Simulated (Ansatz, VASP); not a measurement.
## One calculation of Hg, two programs

```
Hg
1.0
     4.54000    0.00000    0.00000
    -2.27000    3.93176    0.00000
     0.00000    0.00000    3.87000
Hg
3
Cartesian
  0.0000 2.6212 1.9350
  0.0000 0.0000 0.0000
  2.2700 1.3106 1.9350
```

Alike in both runs: task single point; functional PBE; k mesh 6 × 6 × 6; occupations gaussian, width 0.1 eV; no spin polarisation.

|  | VASP | Ansatz |
| --- | --- | --- |
| version | VASP 6.6.1 | Ansatz 0.2.0 |
| potentials or method | VASP PAW PBE potentials, release 64 (Hg) | scalar-relativistic, plane waves, PAW |
| plane-wave cutoff (eV) | 520 | 420 |
| valence electrons in the cell | 36 | 60 |

Ansatz gave:

| Property | Result |
| --- | --- |
| gap on the k mesh at the Fermi level (eV) | none |
| pressure (GPa) | 13.0 |
| traceless stress, the component that is largest in VASP (GPa) | -8.46 |

Estimate VASP's values.

gap on the k mesh at the Fermi level (eV): none; pressure (GPa): 13.8; traceless stress, the component that is largest in VASP (GPa): -9.00.

A gap of «none» marks a metal or a gap that the smearing closes. VASP's potentials hold 36 valence electrons a cell and Ansatz's 60, so a difference there can come from the potentials and not from the codes. Ansatz's warnings: stress scf threshold loose.

Spin-orbit coupling is off throughout.
